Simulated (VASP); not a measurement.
The system is GaN.

```
CELL_PARAMETERS angstrom
0.00000 2.13524 2.13524
2.13524 0.00000 2.13524
2.13524 2.13524 0.00000
ATOMIC_POSITIONS crystal
Ga 0.00000 0.00000 0.00000
N 0.50000 0.50000 0.50000
```

Base run:

- Program: VASP 6.6.1
- Functional: BLYP
- Potentials or basis: VASP PAW PBE potentials, release 64 (Ga_d, N)
- Cutoff: 520 eV
- k mesh: 8 × 8 × 8
- Occupations: gaussian, width 0.01 eV
- Spin: no spin polarisation

Its results: band gap on the k mesh 0.33 eV, indirect (least direct gap 2.43 eV); pressure 8.9 GPa.

Task: After a change of settings the same cell gave: band gap on the k mesh 0.34 eV, indirect (least direct gap 2.37 eV); pressure -7.3 GPa. Which change was it?
A. functional from BLYP to PBEsol; further incar settings from ALGO = Normal; EDIFF = 1e-06; NBANDS = 16 to ALGO = Normal; EDIFF = 1e-07; NBANDS = 16
B. functional from BLYP to LDA; potentials or basis from VASP PAW PBE potentials, release 64 (Ga_d, N) to VASP PAW LDA potentials, release 64 (Ga_d, N)
C. functional from BLYP to LDA; potentials or basis from VASP PAW PBE potentials, release 64 (Ga_d, N) to VASP PAW LDA potentials, release 64 (Ga_d, N_h); cutoff from 520 eV to 910 eV
D. potentials or basis from VASP PAW PBE potentials, release 64 (Ga_d, N) to VASP PAW PBE potentials, release 64 (Ga_d, N_h); cutoff from 520 eV to 910 eV

Result: A.

Caveats: the PAW data sets were made with another functional, which shifts forces and pressure a little.
